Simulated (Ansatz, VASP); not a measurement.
**MgO: VASP beside Ansatz**

The input INCAR:

```
SYSTEM = MgO
PREC = Accurate
ENCUT = 520
EDIFF = 1E-6
ISMEAR = 0
SIGMA = 0.05
LREAL = .FALSE.
LASPH = .TRUE.
NELM = 60
ALGO = Normal
ISIF = 2
LWAVE = .FALSE.
LCHARG = .TRUE.
GGA = PS
LELF = .TRUE.
LVHAR = .TRUE.
NBANDS = 16
```

Contents of KPOINTS:

```
Automatic mesh
0
G
  9 9 6
  0 0 0
```

File POSCAR:

```
MgO
1.0
    3.2197892641      0.0000000000      0.0000000000
   -1.6098946321      2.7884192976      0.0000000000
    0.0000000000      0.0000000000      5.2836741825
Mg O
2 2
Direct
    0.3333333333      0.6666666667      0.0154725274
    0.6666666667      0.3333333333      0.5154725274
    0.3333333333      0.6666666667      0.4009416620
    0.6666666667      0.3333333333      0.9009416620
```

Input for Ansatz:

```yaml
crystal:
  lattice:
    - [3.2197892641, 0.0, 0.0]
    - [-1.6098946321, 2.7884192976, 0.0]
    - [0.0, 0.0, 5.2836741825]
  atoms:
    - { symbol: Mg, position: [0.3333333333, 0.6666666667, 0.0154725274] }
    - { symbol: Mg, position: [0.6666666667, 0.3333333333, 0.5154725274] }
    - { symbol: O, position: [0.3333333333, 0.6666666667, 0.400941662] }
    - { symbol: O, position: [0.6666666667, 0.3333333333, 0.900941662] }
basis:
  ecutwfc: 520.0
kpoints:
  mp_grid: { grid: [9, 9, 6] }
hamiltonian:
  xc: pbesol
  pseudopotentials: { kind: paw, azcp: { folder: soft_1 } }
scf:
  occupations: { method: gaussian, width: 0.05 }
output:
  forces: true
  stress: true
  eigenvalues: true
```

Alike in both runs: task single point; functional PBEsol; k mesh 9 × 9 × 6; occupations gaussian, width 0.05 eV; no spin polarisation.

|  | VASP | Ansatz |
| --- | --- | --- |
| version | VASP 6.6.1 | Ansatz 0.2.0 |
| potentials or method | VASP PAW PBE potentials, release 64 (Mg, O), cutoff 520 eV | scalar-relativistic, plane waves, PAW |
| valence electrons in the cell | 16 | 32 |

Ansatz gave:

```
gap on the k mesh at the Fermi level (eV)                     : 3.57
least direct gap on the mesh (eV)                             : 3.57
pressure (GPa)                                                : 1.1
traceless stress, the component that is largest in VASP (GPa) : -6.37
rms of the force components (eV/Å)                            : 0.169
```

Task: Estimate VASP's values.

Result: gap on the k mesh at the Fermi level (eV): 3.57; least direct gap on the mesh (eV): 3.57; pressure (GPa): 0.8; traceless stress, the component that is largest in VASP (GPa): -6.46; rms of the force components (eV/Å): 0.173.

VASP's potentials were made for PBE, not for PBEsol, and Ansatz warns of the same on its side. Atom by atom the forces differ by 0.004 eV/Å (rms over components). The functional is the same, so the differences come from potentials, cutoffs and numerics. VASP's potentials hold 16 valence electrons a cell and Ansatz's 32, so a difference there can come from the potentials and not from the codes.
